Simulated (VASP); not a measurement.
Write the native input for VASP 6.6.1 that does the following.

```
Task                   : single point
Functional             : PBEsol
Potentials or basis    : VASP PAW PBE potentials, release 64 (Cu)
Cutoff                 : 520 eV
k mesh                 : 20 × 20 × 14
Occupations            : gaussian, width 0.1 eV
Spin                   : no spin polarisation
Dipole correction      : no
Further INCAR settings : ALGO = Fast; EDIFF = 1e-06; NBANDS = 18
```

The structure of Cu lies in POSCAR:

```
Cu
1.0
    1.7975415012      1.7975415012      0.0000000000
   -1.7975415012      1.7975415012      0.0000000000
    0.0000000000      0.0000000000      3.4921441313
Cu
2
Direct
    0.0000000000      0.0000000000      0.0000000000
    0.5000000000      0.5000000000      0.5000000000
```

This cell differs from its parent crystal: uniaxial strain along c: -2.0 %, then relaxed in part.

These files were run (other wordings do the same):

INCAR

```
PREC = Accurate
ENCUT = 520
EDIFF = 1E-6
ISMEAR = 0
SIGMA = 0.1
LREAL = F
LASPH = T
NELM = 80
ALGO = Fast
ISIF = 2
LWAVE = F
LCHARG = T
GGA = PS
LELF = T
LVHAR = T
NBANDS = 18
```

KPOINTS

```
Automatic mesh
0
Gamma
  20 20 14
```

Potentials or basis: VASP PAW PBE potentials, release 64 (Cu).

Command:

```sh
$ cat potpaw_PBE.64/Cu/POTCAR > POTCAR
$ mpirun -np 1 vasp_std > vasp.out
```

Results of the run:

```
Pressure               : 1.7 GPa
Band gap on the k mesh : zero (band 11 reaches 14.31 eV, above the bottom of band 12 at 5.95 eV)
```

Caveat: the cell differs from its parent crystal (uniaxial strain along c: -2.0 %, then relaxed in part); the PAW data sets were made with another functional, which shifts forces and pressure a little.

Wall time 78 s on 1 thread of Intel(R) Xeon(R) 6975P-C (Granite Rapids), on a shared host, peak memory 0.27 GiB.
